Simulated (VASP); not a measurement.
Wanted: the native input for a VASP 6.6.1 run.

| Quantity | Value |
| --- | --- |
| Task | single point |
| Functional | PBE |
| Potentials or basis | VASP PAW PBE potentials, release 64 (Ge_d, Cl) |
| Cutoff | 520 eV |
| k mesh | 13 × 13 × 7 |
| Occupations | fermi-dirac, width 0.08 eV |
| Spin | no spin polarisation |
| Dipole correction | no |
| Further INCAR settings | ALGO = Normal; EDIFF = 1e-06; NBANDS = 21 |

The structure of GeCl2 (CdI2 type) lies in POSCAR:

```
GeCl2
1.0
    3.9410607685      0.0000000000      0.0000000000
   -1.9705303842      3.4130587434      0.0000000000
    0.0000000000      0.0000000000      6.7913277095
Ge Cl
1 2
Direct
    0.0000000000      0.0000000000      0.0000000000
    0.3333333333      0.6666666667      0.2163880213
    0.6666666667      0.3333333333      0.7836119787
```

These files were run (other wordings do the same):

INCAR

```
PREC     = Accurate       # precision mode
ENCUT    = 520            # plane-wave cutoff, eV
EDIFF    = 1E-6           # SCF threshold, eV
ISMEAR   = -1             # smearing method
SIGMA    = 0.08           # smearing width, eV
LREAL    = False          # projectors in reciprocal space
LASPH    = True           # aspherical terms in the spheres
NELM     = 60             # most SCF steps
ALGO     = Normal         # electronic algorithm
ISIF     = 2              # what is computed and relaxed
LWAVE    = False          # write WAVECAR
LCHARG   = True           # write CHGCAR
GGA      = PE             # functional
LELF     = True           # ELF
LVHAR    = True         
NBANDS   = 21             # bands
```

KPOINTS

```
Automatic mesh
0
Gamma
  13 13 7
```

Potentials or basis: VASP PAW PBE potentials, release 64 (Ge_d, Cl).

Run with:

```sh
$ cat potpaw_PBE.64/Ge_d/POTCAR potpaw_PBE.64/Cl/POTCAR > POTCAR
$ mpirun -np 1 vasp_std > vasp.out
```

It gave:

```yaml
Pressure: 0.0 GPa
Largest_force: 0.003 eV/Å
Band_gap_on_the_k_mesh: 2.55 eV (least direct gap 3.05 eV)
```

Caveat: this functional lacks dispersion, which binds layers or chains, so the pressure and a relaxed spacing across them are unreliable.

Run time: 2.2 min on 1 thread of AMD EPYC 9R45 96-Core Processor (Zen 5), with other jobs on the host, peak memory 0.32 GiB.
